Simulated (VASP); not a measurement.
Set up this calculation in VASP 6.6.1, as the native input.

```
Task                   : single point
Functional             : r2SCAN
Potentials or basis    : VASP PAW PBE potentials, release 64 (Ga_d, O)
Cutoff                 : 520 eV
k mesh                 : 8 × 8 × 4
Occupations            : gaussian, width 0.05 eV
Spin                   : no spin polarisation
Dipole correction      : no
Further INCAR settings : ALGO = Normal; EDIFF = 1e-07; NBANDS = 55
```

Ga2O3:

```
Ga O
1.0
     6.12784   -1.51953    0.00253
     6.12784    1.51953    0.00253
    -1.38839    0.00000    5.63998
Ga O
4 6
Cartesian
  0.0564 0.0505 4.5336
  10.9119 0.0505 1.2125
  7.6871 0.0505 1.8275
  3.2813 0.0505 3.9186
  1.8610 0.0000 0.6165
  9.0063 0.0000 5.0286
  1.3420 0.0000 3.1791
  9.5253 0.0000 2.4659
  5.7266 0.0000 1.4477
  5.1407 0.0000 4.1974
```

This cell differs from its parent crystal: all Ga atoms moved +0.087 Å, as atom 1 along Cartesian [1 1 1].

The input as run:

POSCAR

```
Ga2O3
1.0
    6.1278415757     -1.5195305764      0.0025325578
    6.1278415757      1.5195305764      0.0025325578
   -1.3883852660      0.0000000000      5.6399772456
Ga O
4 6
Direct
    0.0790342351      0.1122801265      0.8037413802
    0.8979922875      0.9312381789      0.2141637038
    0.6472411365      0.6804870279      0.3234291996
    0.3297853861      0.3630312775      0.6944758844
    0.1642143310      0.1642143310      0.1091577328
    0.8357856690      0.8357856690      0.8908422672
    0.1733419983      0.1733419983      0.5635248269
    0.8266580017      0.8266580017      0.4364751731
    0.4962851429      0.4962851429      0.2562373610
    0.5037148571      0.5037148571      0.7437626390
```

INCAR.step1

```
PREC = Accurate
ENCUT = 520
ISMEAR = 0
SIGMA = 0.05
LREAL = False
LASPH = True
NELM = 60
NBANDS = 55
GGA = PE
ALGO = Normal
EDIFF = 1E-4
LWAVE = True
LCHARG = False
KPAR = 4
```

INCAR.step2

```
PREC = Accurate
ENCUT = 520
EDIFF = 1E-7
ISMEAR = 0
SIGMA = 0.05
LREAL = False
LASPH = True
NELM = 60
ALGO = Normal
ISIF = 2
LWAVE = False
LCHARG = False
METAGGA = R2SCAN
LMIXTAU = True
NBANDS = 55
ISTART = 1
KPAR = 4
```

KPOINTS

```
Automatic mesh
0
Gamma
  8 8 4
```

Potentials or basis: VASP PAW PBE potentials, release 64 (Ga_d, O).

Command:

```bash
$ cat potpaw_PBE.64/Ga_d/POTCAR potpaw_PBE.64/O/POTCAR > POTCAR
$ cp INCAR.step1 INCAR
$ mpirun -np 4 vasp_std > vasp.out
$ cp INCAR.step2 INCAR
$ mpirun -np 4 vasp_std > vasp.out
```

Results of the run:

| Property | Result |
| --- | --- |
| Pressure | 2.8 GPa |
| Largest force | 1.792 eV/Å |
| Band gap on the k mesh | 3.02 eV (least direct gap 3.03 eV) |

Caveat: the cell differs from its parent crystal (all Ga atoms moved +0.087 Å, as atom 1 along Cartesian [1 1 1]); the PAW data sets were made with another functional, which shifts forces and pressure a little.

It took 15 min on 4 MPI ranks on Intel(R) Xeon(R) Platinum 8488C (Sapphire Rapids), on a shared host, peak memory 0.73 GiB a rank.
